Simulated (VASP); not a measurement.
# TaN (P-62m) in VASP: a series of runs

TaN is run at these levels: PBEsol; tasks: single point.

Everything below comes from runs of VASP 6.6.1. Logs are shortened: lines on timing, memory, paths and dates and some standing lists are left out, and cuts for length are marked.

**1. The cell of the first run**

It takes space group P-62m (No. 189, hexagonal). The conventional cell has a = 5.090 Å, b = 5.090 Å, c = 2.852 Å, α = 90.00°, β = 90.00°, γ = 120.00°. Within 2.8 Å of Ta (site symmetry -6) lie 6 N at 2.12 Å. Within 2.6 Å of Ta (site symmetry -62m) lie 3 N at 2.00 Å. Within 2.6 Å of N (site symmetry m2m) lie 5 Ta at 2.00 to 2.12 Å.

**2. Single point, PBEsol**

File INCAR:

```
  PREC = Accurate
  ENCUT = 520
  EDIFF = 1E-6
  ISMEAR = -1
  SIGMA = 0.1
  LREAL = False
  LASPH = True
  NELM = 60
  ALGO = Normal
  ISIF = 2
  LWAVE = False
  LCHARG = False
  GGA = PS
  NBANDS = 33
```

File KPOINTS:

```
Automatic mesh
0
Gamma
  5 5 8
```

File POSCAR:

```
TaN
1.0
    5.0899294209      0.0000000000      0.0000000000
   -2.5449647104      4.4080081839      0.0000000000
    0.0000000000      0.0000000000      2.8515751625
Ta N
3 3
Direct
    0.3333333333      0.6666666667      0.5000000000
    0.6666666667      0.3333333333      0.5000000000
    0.0000000000      0.0000000000      0.0000000000
    0.3928500000      0.0000000000      0.0000000000
    0.6071500000      0.6071500000      0.0000000000
    0.0000000000      0.3928500000      0.0000000000
```

Potentials or basis: VASP PAW PBE potentials, release 64 (Ta_pv, N).

The run is started by

```bash
$ cat potpaw_PBE.64/Ta_pv/POTCAR potpaw_PBE.64/N/POTCAR > POTCAR
$ mpirun -np 1 vasp_std > vasp.out
```

OUTCAR:

```text
PREC = Accurate
   ENCUT = 520
   EDIFF = 1E-6
   ISMEAR = -1
   LREAL = False
   LASPH = True
   NELM = 60
   ISIF = 2
   GGA = PS

 ion  position               nearest neighbor table
   1  0.333  0.667  0.500-   5 2.12   5 2.12   6 2.12   6 2.12   4 2.12   4 2.12   2 2.94   2 2.94
                             2 2.94   3 3.27   3 3.27   3 3.27   3 3.27   3 3.27   3 3.27
   2  0.667  0.333  0.500-   6 2.12   6 2.12   4 2.12   4 2.12   5 2.12   5 2.12   1 2.94   1 2.94
                             1 2.94   3 3.27   3 3.27   3 3.27   3 3.27   3 3.27   3 3.27
   3  0.000  0.000  0.000-   4 2.00   6 2.00   5 2.00   2 3.27   1 3.27   1 3.27   2 3.27   2 3.27
                             2 3.27   1 3.27   1 3.27   2 3.27   2 3.27   1 3.27   1 3.27
   4  0.393  0.000  0.000-   3 2.00   1 2.12   1 2.12   2 2.12   2 2.12
   5  0.607  0.607  0.000-   3 2.00   1 2.12   1 2.12   2 2.12   2 2.12
   6  0.000  0.393  0.000-   3 2.00   2 2.12   2 2.12   1 2.12   1 2.12

  LATTYP: Found a hexagonal cell.
 ALAT       =     5.0899294209
 C/A-ratio  =     0.5602386451

  Lattice vectors:

 A1 = (   5.0899294209,   0.0000000000,   0.0000000000)
 A2 = (  -2.5449647104,   4.4080081839,   0.0000000000)
 A3 = (   0.0000000000,   0.0000000000,   2.8515751625)

Analysis of symmetry for initial positions (statically):
=====================================================================
 Subroutine PRICEL returns:
 Original cell was already a primitive cell.

 Routine SETGRP: Setting up the symmetry group for a
 hexagonal supercell.

 Subroutine GETGRP returns: Found 12 space group operations
 (whereof 12 operations were pure point group operations)
 out of a pool of 24 trial point group operations.

The static configuration has the point symmetry D_3h.

Analysis of symmetry for dynamics (positions and initial velocities):
=====================================================================
 Subroutine PRICEL returns:
 Original cell was already a primitive cell.

 Routine SETGRP: Setting up the symmetry group for a
 hexagonal supercell.

 Subroutine GETGRP returns: Found 12 space group operations
 (whereof 12 operations were pure point group operations)
 out of a pool of 24 trial point group operations.

The dynamic configuration has the point symmetry D_3h.

 Subroutine INISYM returns: Found 12 space group operations
 (whereof 12 operations are pure point group operations),
 and found     1 'primitive' translations

----------------------------------------------------------------------------------------

                                     Primitive cell

  volume of cell :      63.9792

  direct lattice vectors                    reciprocal lattice vectors
     5.089929421  0.000000000  0.000000000     0.196466378  0.113429916  0.000000000
    -2.544964710  4.408008184  0.000000000     0.000000000  0.226859833  0.000000000
     0.000000000  0.000000000  2.851575163     0.000000000  0.000000000  0.350683374

  length of vectors
     5.089929421  5.089929423  2.851575163     0.226859833  0.226859833  0.350683374

  position of ions in fractional coordinates (direct lattice)
     0.333333333  0.666666667  0.500000000
     0.666666667  0.333333333  0.500000000
     0.000000000  0.000000000  0.000000000
     0.392850000  0.000000000  0.000000000
     0.607150000  0.607150000  0.000000000
     0.000000000  0.392850000  0.000000000

  ion indices of the primitive-cell ions
   primitive index   ion index
                 1           1
                 2           2
                 3           3
                 4           4
                 5           5
                 6           6

----------------------------------------------------------------------------------------

 KPOINTS: Automatic mesh

Automatic generation of k-mesh.
 Grid dimensions read from file:
 generate k-points for:    5    5    8

 Generating k-lattice:

  Cartesian coordinates                     Fractional coordinates (reciprocal lattice)
     0.039293276  0.022685983  0.000000000     0.200000000 -0.000000000  0.000000000
     0.000000000  0.045371967  0.000000000     0.000000000  0.200000000  0.000000000
     0.000000000  0.000000000  0.043835422     0.000000000  0.000000000  0.125000000

  Length of vectors
     0.045371967  0.045371967  0.043835422

  Shift w.r.t. Gamma in fractional coordinates (k-lattice)
     0.000000000  0.000000000  0.000000000

 Subroutine IBZKPT returns following result:
 ===========================================

 Found     25 irreducible k-points:

 Following reciprocal coordinates:
            Coordinates               Weight
  0.000000  0.000000  0.000000      1.000000
  0.200000  0.000000  0.000000      6.000000
  0.400000  0.000000  0.000000      6.000000
  0.200000  0.200000  0.000000      6.000000
  0.400000  0.200000  0.000000      6.000000
  0.000000  0.000000  0.125000      2.000000
[... 16 lines left out ...]
  0.400000  0.000000  0.500000      6.000000
  0.200000  0.200000  0.500000      6.000000
   k-points           NKPTS =     25   k-points in BZ     NKDIM =     25   number of bands    NBANDS=     33
   number of dos      NEDOS =    301   number of ions     NIONS =      6
   total plane-waves  NPLWV =  38400
   dimension x,y,z NGX =    40 NGY =   40 NGZ =   24
   dimension x,y,z NGXF=    80 NGYF=   80 NGZF=   48
   ions per type =               3   3
   NGX,Y,Z   is equivalent  to a cutoff of  13.06, 13.06, 13.99 a.u.
   NGXF,Y,Z  is equivalent  to a cutoff of  26.13, 26.13, 27.98 a.u.
 SYSTEM =  unknown system
   PREC   = accura    normal or accurate (medium, high low for compatibility)
   ISTART =      0    job   : 0-new  1-cont  2-samecut
   ICHARG =      2    charge: 1-file 2-atom 10-const
   ISPIN  =      1    spin polarized calculation?
   LNONCOLLINEAR =      F non collinear calculations
   LSORBIT =      F    spin-orbit coupling
   LASPH  =      T    aspherical Exc in radial PAW
   ENCUT  =  520.0 eV  38.22 Ry    6.18 a.u.   9.46  9.46  5.30*2*pi/ulx,y,z
   NELM   =     60;   NELMIN=  2; NELMDL= -5     # of ELM steps
   EDIFF  = 0.1E-05   stopping-criterion for ELM
   LREAL  =      F    real-space projection
   EDIFFG = 0.1E-04   stopping-criterion for IOM
   NSW    =      0    number of steps for IOM
   IBRION =     -1    ionic relax: 0-MD 1-quasi-New 2-CG
   NFREE  =      0    steps in history (QN), initial steepest desc. (CG)
   ISIF   =      2    stress and relaxation
   ISYM   =      2    0-nonsym 1-usesym 2-fastsym
   POTIM  = 0.5000    time-step for ionic-motion
   TEBEG  =    0.0;   TEEND  =   0.0 temperature during run
   PSTRESS=    0.0 pullay stress
   NELECT =      48.0000    total number of electrons
   NUPDOWN=      -1.0000    fix difference up-down
   EMIN   =  10.00;   EMAX   =-10.00  energy-range for DOS
   EFERMI =   0.00;   METHOD = LEGACY
   ISMEAR =    -1;   SIGMA  =   0.10  broadening in eV -4-tet -1-fermi 0-gaus
   EFERMI_NEDOS =   21; number of points for ismear=-14 and -15
   IALGO  =     38    algorithm
   IMIX   =      4    mixing-type and parameters
     AMIX     =   0.40;   BMIX     =  1.00
     AMIX_MAG =   1.60;   BMIX_MAG =  1.00
  volume/ion in A,a.u.               =      10.66        71.96
  Fermi-wavevector in a.u.,A,eV,Ry     =   1.487564  2.811088 30.107596  2.212846
  Thomas-Fermi vector in A             =   2.600709
   LORBIT       =      0    0 simple, 1 ext, 2 COOP (PROOUT), +10 PAW based schemes
   GGA     = PS    functional components
   LHFCALC =     F    Hartree Fock is set to
   AEXX    =    0.0000 exact exchange contribution
   IVDW    =     0    specifies the selected vdW correction
   LEPSILON=     F    determine dielectric tensor
   LRPA    =     F    only Hartree local field effects (RPA)
 non-spin polarized calculation
  energy-cutoff  :      520.00
  volume of cell :       63.98
 maximum number of plane-waves:      1763
 NGX is ok and might be reduce to    40
   NGX = 19   NGY = 19   NGZ = 11

 number of electron      47.9999998 magnetization

 Free energy of the ion-electron system (eV)
  ---------------------------------------------------
  ext. energy  EPLUGINS =         0.00000000
  ---------------------------------------------------
  free energy    TOTEN  =       -71.24780433 eV

  energy without entropy =      -71.22260078  energy(sigma->0) =      -71.23520255

 E-fermi :   8.9964     XC(G=0): -13.4951

 val. band max:        8.7900176981   @ k =   0.2000   0.0000   0.1250
 cond. band min:       9.1327450216   @ k =   0.2000   0.0000   0.2500
 fundamental gap:      0.3427273235
 Fermi energy:         8.9963850574

 k-point     1 :       0.0000    0.0000    0.0000
  band No.  band energies     occupation
      1     -27.3249      2.00000
      2     -27.3249      2.00000
      3     -26.9084      2.00000
      4     -26.9084      2.00000
      5     -26.6669      2.00000
      6     -26.5271      2.00000
[... 25 lines left out ...]
     32      12.3300      0.00000
     33      12.3300      0.00000

 k-point     2 :       0.2000    0.0000    0.0000
  band No.  band energies     occupation
      1     -27.3684      2.00000
      2     -27.3141      2.00000
      3     -26.8613      2.00000
      4     -26.8474      2.00000
      5     -26.6543      2.00000
      6     -26.5385      2.00000
[... 25 lines left out ...]
     32      12.5518      0.00000
     33      12.6418      0.00000

 k-point     3 :       0.4000    0.0000    0.0000
  band No.  band energies     occupation
      1     -27.4243      2.00000
      2     -27.2259      2.00000
      3     -26.9244      2.00000
      4     -26.7567      2.00000
      5     -26.6256      2.00000
      6     -26.5653      2.00000
[... 25 lines left out ...]
     32      12.9817      0.00000
     33      13.2721      0.00000

 k-point     4 :       0.2000    0.2000    0.0000
  band No.  band energies     occupation
      1     -27.3889      2.00000
      2     -27.2813      2.00000
      3     -26.9033      2.00000
      4     -26.7691      2.00000
      5     -26.6328      2.00000
      6     -26.5584      2.00000
[... 673 lines left out ...]
     32      13.6349      0.00000
     33      13.6867      0.00000

 k-point    23 :       0.4000    0.0000    0.5000
  band No.  band energies     occupation
      1     -27.6935      2.00000
      2     -27.5539      2.00000
      3     -27.1628      2.00000
      4     -27.0577      2.00000
      5     -26.7737      2.00000
      6     -26.6186      2.00000
[... 25 lines left out ...]
     32      14.4452      0.00000
     33      14.6342      0.00000

 k-point    24 :       0.2000    0.2000    0.5000
  band No.  band energies     occupation
      1     -27.6987      2.00000
      2     -27.5450      2.00000
      3     -27.1792      2.00000
      4     -27.0327      2.00000
      5     -26.7837      2.00000
      6     -26.6167      2.00000
[... 25 lines left out ...]
     32      14.2167      0.00000
     33      14.5792      0.00000

 [... further k-points ...]
[... 5 lines left out ...]
  --------------------------------------------------------------------------------------
  -------------------------------------------------------------------------------------
  Total        8.0993637      8.0993637      7.7415482      0.0000000     -0.0000000      0.0000000
  in kB      202.8254776    202.8254778    193.8650090      0.0000000     -0.0000000      0.0000000
  external PRESSURE =     199.8386548 kB  Pullay stress =       0.0000000 kB

 VOLUME and BASIS-vectors are now :
 -----------------------------------------------------------------------------
  energy-cutoff  :      520.00
  volume of cell :       63.98
      direct lattice vectors                 reciprocal lattice vectors
     5.089929421  0.000000000  0.000000000     0.196466378  0.113429916  0.000000000
    -2.544964710  4.408008184  0.000000000     0.000000000  0.226859833  0.000000000
     0.000000000  0.000000000  2.851575163     0.000000000  0.000000000  0.350683374

 POSITION                                       TOTAL-FORCE (eV/Angst)
 -----------------------------------------------------------------------------------
     -0.00000      2.93867      1.42579         0.000000      0.000000     -0.000000
      2.54496      1.46934      1.42579        -0.000000      0.000000     -0.000000
      0.00000      0.00000      0.00000        -0.000000      0.000000     -0.000000
      1.99958      0.00000      0.00000         0.280170      0.000000      0.000000
      1.54518      2.67632      0.00000        -0.140085     -0.242635      0.000000
     -0.99979      1.73169      0.00000        -0.140085      0.242635     -0.000000
 -----------------------------------------------------------------------------------
    total drift:                               -0.000001     -0.000001      0.000000

  FREE ENERGIE OF THE ION-ELECTRON SYSTEM (eV)
  ---------------------------------------------------
  free  energy   TOTEN  =       -71.2478043303 eV

  energy  without entropy=      -71.2226007777  energy(sigma->0) =      -71.23520255
```

It took 22 s on 1 thread of Intel Xeon 6975P-C (Granite Rapids), shared host; peak memory 0.21 GiB.

What came out:

* Free energy: -71.2478 eV
* Pressure: 20.0 GPa
* Largest force: 0.280 eV/Å
* Band gap on the k mesh: zero (band 24 reaches 10.94 eV, above the bottom of band 25 at 7.60 eV)

Forces on the atoms (eV/Å):
```
Ta   0.000  0.000  0.000
Ta   0.000  0.000  0.000
Ta   0.000  0.000  0.000
N    0.280  0.000  0.000
N   -0.140 -0.243  0.000
N   -0.140  0.243  0.000
```

Levels at points of the mesh, in eV from the Fermi level:
| k point | band 22 | band 23 | band 24 | band 25 | band 26 | band 27 |
| --- | --- | --- | --- | --- | --- | --- |
| (0.00, 0.00, 0.00) | -3.56 | -2.15 | -1.13 | -1.13 | 0.44 | 0.44 |
| (0.00, 0.00, 0.50) | -3.21 | -3.21 | 1.95 | 1.95 | 2.03 | 2.26 |

Caveat: the PAW data sets were made with another functional, which shifts forces and pressure a little; spin-orbit coupling is left out, which moves the levels of the heavy elements.

**3. Single point, PBEsol**

This run uses another cell than the first one, of 10.89 Å³/atom, 1.021 times its volume.

File INCAR:

```
SYSTEM = TaN
PREC     = Accurate       ! precision mode
ENCUT    = 520            ! plane-wave cutoff, eV
EDIFF    = 1E-7           ! SCF threshold, eV
ISMEAR   = -1             ! smearing method
SIGMA    = 0.1            ! smearing width, eV
LREAL    = .FALSE.        ! projectors in reciprocal space
LASPH    = .TRUE.         ! aspherical terms in the spheres
NELM     = 60             ! most SCF steps
ALGO     = Normal         ! electronic algorithm
ISIF     = 2              ! what is computed and relaxed
LWAVE    = .FALSE.        ! write WAVECAR
LCHARG   = .FALSE.        ! write CHGCAR
GGA      = PS             ! functional
NBANDS   = 33             ! bands
```

File KPOINTS:

```
Automatic mesh
0
G
  5 5 8
  0 0 0
```

POSCAR: that of step 2 with these lines changed.

```diff
@@ -2,5 +2,5 @@
 1.0
-    5.0899294209      0.0000000000      0.0000000000
-   -2.5449647104      4.4080081839      0.0000000000
-    0.0000000000      0.0000000000      2.8515751625
+    5.1257751753      0.0000000000      0.0000000000
+   -2.5628875876      4.4390515178      0.0000000000
+    0.0000000000      0.0000000000      2.8716573394
 Ta N
```

Potentials or basis: VASP PAW PBE potentials, release 64 (Ta_pv, N).

The run is started by

```bash
$ cat potpaw_PBE.64/Ta_pv/POTCAR potpaw_PBE.64/N/POTCAR > POTCAR
$ mpirun -np 1 vasp_std > vasp.out
```

It took 25 s on 1 thread of Intel Xeon 6975P-C (Granite Rapids), shared host; peak memory 0.21 GiB.

Results (log left out):

```
Free energy            : -71.3822 eV
Pressure               : 11.5 GPa
Largest force          : 0.180 eV/Å
Band gap on the k mesh : zero (band 24 reaches 10.65 eV, above the bottom of band 25 at 7.38 eV)
```

Forces on the atoms (eV/Å):
```
Ta   0.000  0.000  0.000
Ta   0.000  0.000  0.000
Ta   0.000  0.000  0.000
N    0.180  0.000  0.000
N   -0.090 -0.156  0.000
N   -0.090  0.156  0.000
```

Stress tensor (GPa, compression positive):
```
11.94  0.00  0.00
 0.00 11.94  0.00
 0.00  0.00 10.66
```

Levels at points of the mesh, in eV from the Fermi level:
```
           k point  band 21  band 22  band 23  band 24  band 25  band 26  band 27  band 28
(0.00, 0.00, 0.00)    -4.53    -3.52    -2.11    -1.10    -1.10     0.45     0.45     1.81
(0.00, 0.00, 0.50)    -4.55    -3.14    -3.14     1.89     1.89     1.98     2.20     2.20
```

Caveat: the PAW data sets were made with another functional, which shifts forces and pressure a little; spin-orbit coupling is left out, which moves the levels of the heavy elements.

[end of part 1 of 2]
